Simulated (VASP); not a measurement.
## SrSiH6: single point with PBEsol

Crystal: SrSiH6.

```
CELL_PARAMETERS angstrom
4.16455 -1.09312 0.59107
-1.08342 3.94614 0.14222
1.06150 0.26642 6.06776
ATOMIC_POSITIONS crystal
Sr 0.16387 0.94168 0.02134
Si 0.66162 0.16509 0.47029
H 0.56236 0.65493 0.94997
H 0.20343 0.47183 0.77634
H 0.72395 0.83315 0.40929
H 0.60065 0.23346 0.23943
H 0.08551 0.47718 0.36162
H 0.98619 0.34880 0.79501
```

```yaml
Program: VASP 6.6.1
Task: single point
Functional: PBEsol
Potentials_or_basis: VASP PAW PBE potentials, release 64 (Sr_sv, Si, H)
Cutoff: 520 eV
k_mesh: 6 × 6 × 4
Occupations: fermi-dirac, width 0.05 eV
Spin: no spin polarisation
Dipole_correction: no
Further_INCAR_settings: ALGO = Normal; EDIFF = 1e-07; NBANDS = 20
```

The pressure is 0.0 GPa. The largest force is 0.012 eV/Å. The band gap on the k mesh is 2.43 eV (least direct gap 2.93 eV).

Forces in eV/Å, atoms in the order of the input:
```
Sr   0.001  0.002  0.004
Si   0.004 -0.002 -0.010
H    0.001  0.001 -0.004
H    0.009  0.002 -0.005
H   -0.002 -0.002  0.005
H   -0.003  0.001  0.006
H    0.000  0.002  0.006
H   -0.011 -0.004 -0.002
```

Levels at points of the mesh, in eV from the valence-band top:
```
           k point  band 7  band 8  band 9  band 10  band 11  band 12  band 13  band 14
(0.00, 0.00, 0.00)   -3.28   -1.98   -1.13     0.00     3.01     3.55     3.70     4.44
(0.50, 0.00, 0.00)   -4.20   -2.78   -1.89    -0.52     2.74     3.99     4.63     4.71
(0.00, 0.50, 0.00)   -4.52   -3.23   -1.62    -0.64     3.11     3.22     4.97     5.43
(0.50, 0.50, 0.00)   -4.51   -2.91   -1.38    -0.90     2.43     3.55     4.46     5.76
(0.00, 0.00, 0.50)   -2.78   -2.00   -1.08    -0.12     3.28     3.69     3.88     4.75
(0.50, 0.00, 0.50)   -4.30   -2.88   -1.55    -0.29     2.64     3.07     5.30     5.64
(0.00, 0.50, 0.50)   -4.38   -3.27   -1.72    -0.93     3.69     4.46     4.58     5.13
(0.50, 0.50, 0.50)   -4.24   -3.06   -1.36    -0.88     3.29     4.00     4.17     4.71
```

It took 2.1 min on 1 thread of AMD EPYC 7R32 (Zen 2), with other jobs on the host, peak memory 0.26 GiB.

Caveat: the PAW data sets were made with another functional, which shifts forces and pressure a little. A k mesh can miss the band edges.
